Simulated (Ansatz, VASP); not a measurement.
**C: VASP beside Ansatz**

Contents of POSCAR:

```
C
1.0
    2.0985692110     -1.2116819937      0.0000000000
    2.0985692110      1.2116819937      0.0000000000
   -1.3604312700      0.0000000000      3.4554887337
C
2
Direct
    0.1666444700      0.1666444700      0.9999069600
    0.8333555300      0.8333555300      0.0000930400
```

The input INCAR.step1:

```
SYSTEM = C
ALGO = Normal ; EDIFF = 1E-5
ENCUT = 520 ; GGA = PE
ISIF = 2 ; ISMEAR = -1
LASPH = .True. ; LCHARG = .False.
LREAL = .False. ; LWAVE = .True.
NBANDS = 11 ; NELM = 60
PREC = Accurate ; SIGMA = 0.05
```

The input INCAR.step2:

```
SYSTEM = C
AEXX = 0.25 ; ALGO = Normal
EDIFF = 1E-6 ; ENCUT = 520
GGA = PE ; ISIF = 2
ISMEAR = -1 ; ISTART = 1
LASPH = .True. ; LCHARG = .False.
LHFCALC = .True. ; LREAL = .False.
LWAVE = .False. ; NBANDS = 11
NELM = 60 ; PREC = Accurate
PRECFOCK = Normal ; SIGMA = 0.05
```

Contents of KPOINTS:

```
k-points
0
Gamma
  8 8 4
  0 0 0
```

The input input:

```
crystal:
  lattice:
    - [2.098569211, -1.2116819937, 0.0]
    - [2.098569211, 1.2116819937, 0.0]
    - [-1.36043127, 0.0, 3.4554887337]
  atoms:
    - { symbol: C, position: [0.16664447, 0.16664447, 0.99990696] }
    - { symbol: C, position: [0.83335553, 0.83335553, 9.304e-05] }
hamiltonian:
  xc: pbe0
  pseudopotentials: { kind: paw }
kpoints:
  mp_grid: { grid: [8, 8, 4] }
scf:
  occupations: { method: fermi_dirac, width: 0.05 }
output:
  forces: true
  stress: true
  eigenvalues: true
```

Alike in both runs: task single point; functional PBE0; k mesh 8 × 8 × 4; occupations fermi-dirac, width 0.05 eV; no spin polarisation.

```csv
,VASP,Ansatz
version,VASP 6.6.1,Ansatz 0.2.0
potentials or method,"VASP PAW PBE potentials, release 64 (C)",Ansatz PAW
plane-wave cutoff (eV),520,420
valence electrons in the cell,8,8
```

|  | VASP | Ansatz | Ansatz less VASP |
| --- | --- | --- | --- |
| gap on the k mesh at the Fermi level (eV) | 2.75 | 2.69 | -0.061 |
| least direct gap on the mesh (eV) | 2.75 | 2.69 | -0.061 |
| pressure (GPa) | 10.6 | 10.1 | -0.57 |
| traceless stress, the component that is largest in VASP (GPa) | -8.98 | -8.23 | +0.751 |
| rms of the force components (eV/Å) | 0.005 | 0.005 | 0.0000 |

Atom by atom the forces differ by 0.000 eV/Å (rms over components).

The k mesh is coarse, so the values compare programs but aren't converged.
